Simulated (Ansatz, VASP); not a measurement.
## InGaSeS4 in VASP and in Ansatz

```
In Ga Se S
1.0
     3.80662    0.00000    0.00000
    -1.90331    3.29663    0.00000
     0.00000    0.00000   15.90410
In Ga Se S
1 1 1 4
Direct
  0.66667 0.33333 0.10286
  0.00000 0.00000 0.34639
  0.66667 0.33333 0.41842
  0.00000 0.00000 0.66154
  0.00000 0.00000 0.78129
  0.00000 0.00000 0.20661
  0.33333 0.66667 0.02290
```

Alike in both runs: task relaxation of cell and atoms; functional PBE; k mesh 12 × 12 × 2; occupations gaussian, width 0.1 eV; no spin polarisation.

|  | VASP | Ansatz |
| --- | --- | --- |
| version | VASP 6.6.1 | Ansatz 0.2.0 |
| potentials or method | VASP PAW PBE potentials, release 64 (In_d, Ga_d, Se, S), cutoff 600 eV | scalar-relativistic, plane waves, PAW |
| valence electrons in the cell | 56 | 66 |

Ansatz gave:

| Quantity | Value |
| --- | --- |
| gap on the k mesh at the Fermi level, each at its own relaxed structure (eV) | none |
| relaxed volume (Å³/atom) | 28.58 |
| relaxed cell length with the largest relative difference (Å) | 15.943 |

Q: What did VASP give for the same quantities?

A: gap on the k mesh at the Fermi level, each at its own relaxed structure (eV): none; relaxed volume (Å³/atom): 28.51; relaxed cell length with the largest relative difference (Å): 15.903.

A gap of «none» marks a metal or a gap that the smearing closes. VASP's potentials hold 56 valence electrons a cell and Ansatz's 66, so a difference there can come from the potentials and not from the codes.
